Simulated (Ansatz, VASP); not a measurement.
Two plane-wave programs on B6Ir

INCAR

```
SYSTEM = B6Ir
PREC     = Accurate       ! precision mode
ENCUT    = 600            ! plane-wave cutoff, eV
EDIFF    = 1E-6           ! SCF threshold, eV
ISMEAR   = 0              ! smearing method
SIGMA    = 0.1            ! smearing width, eV
LREAL    = .False.        ! projectors in reciprocal space
LASPH    = .True.         ! aspherical terms in the spheres
NELM     = 60             ! most SCF steps
ALGO     = Normal         ! electronic algorithm
ISIF     = 3              ! what is computed and relaxed
LWAVE    = .False.        ! write WAVECAR
LCHARG   = .False.        ! write CHGCAR
GGA      = PE             ! functional
IBRION   = 2              ! ionic algorithm
NSW      = 90             ! ionic steps
EDIFFG   = -0.04          ! ionic threshold
```

KPOINTS

```
Automatic mesh
0
Gamma
  6 6 4
  0 0 0
```

POSCAR

```
B6Ir
1.0
    4.1229503400      0.0000000000      0.0000000000
   -2.0614751700      3.5705797300      0.0000000000
    0.0000000000      0.0000000000      3.8737167000
B Ir
6 1
Direct
    0.2331371500      0.7668628500      0.5000000000
    0.2331371500      0.4662743000      0.5000000000
    0.5337257000      0.7668628500      0.5000000000
    0.7668628500      0.2331371500      0.5000000000
    0.7668628500      0.5337257000      0.5000000000
    0.4662743000      0.2331371500      0.5000000000
    0.0000000000      0.0000000000      0.0000000000
```

Input for Ansatz:

```yaml
crystal:
  lattice:
    - [4.12295034, 0.0, 0.0]
    - [-2.06147517, 3.57057973, 0.0]
    - [0.0, 0.0, 3.8737167]
  atoms:
    - { symbol: B, position: [0.23313715, 0.76686285, 0.5] }
    - { symbol: B, position: [0.23313715, 0.4662743, 0.5] }
    - { symbol: B, position: [0.5337257, 0.76686285, 0.5] }
    - { symbol: B, position: [0.76686285, 0.23313715, 0.5] }
    - { symbol: B, position: [0.76686285, 0.5337257, 0.5] }
    - { symbol: B, position: [0.4662743, 0.23313715, 0.5] }
    - { symbol: Ir, position: [0.0, 0.0, 0.0] }
basis:
  ecutwfc: 420
kpoints:
  mp_grid: { grid: [6, 6, 4] }
hamiltonian:
  xc: pbe
scf:
  occupations: { method: gaussian, width: 0.1 }
  lower_state_search: "off"
output:
  forces: true
  stress: true
  eigenvalues: true
relax:
  adjacent_minimum: "off"
  f_tol: 0.04
  max_steps: 70
  cell: { stress_tol: 0.4 }
```

Alike in both runs: task relaxation of cell and atoms; functional PBE; k mesh 6 × 6 × 4; occupations gaussian, width 0.1 eV; no spin polarisation.

|  | VASP | Ansatz |
| --- | --- | --- |
| version | VASP 6.6.1 | Ansatz 0.2.0 |
| potentials or method | VASP PAW PBE potentials, release 64 (B, Ir), cutoff 600 eV | scalar-relativistic, plane waves, PAW |
| valence electrons in the cell | 27 | 35 |

VASP gave:

* gap on the k mesh at the Fermi level, each at its own relaxed structure (eV): none
* relaxed volume (Å³/atom): 8.81
* relaxed length of the cell vector where the two differ most in proportion (Å): 3.255

Question: Which values does Ansatz return?

Answer: gap on the k mesh at the Fermi level, each at its own relaxed structure (eV): none; relaxed volume (Å³/atom): 8.81; relaxed length of the cell vector where the two differ most in proportion (Å): 3.252.

A gap of «none» marks a metal or a gap that the smearing closes. VASP's potentials hold 27 valence electrons a cell and Ansatz's 35, so a difference there can come from the potentials and not from the codes.

The k mesh is coarse, so the values compare programs but aren't converged. Spin-orbit coupling is off throughout.
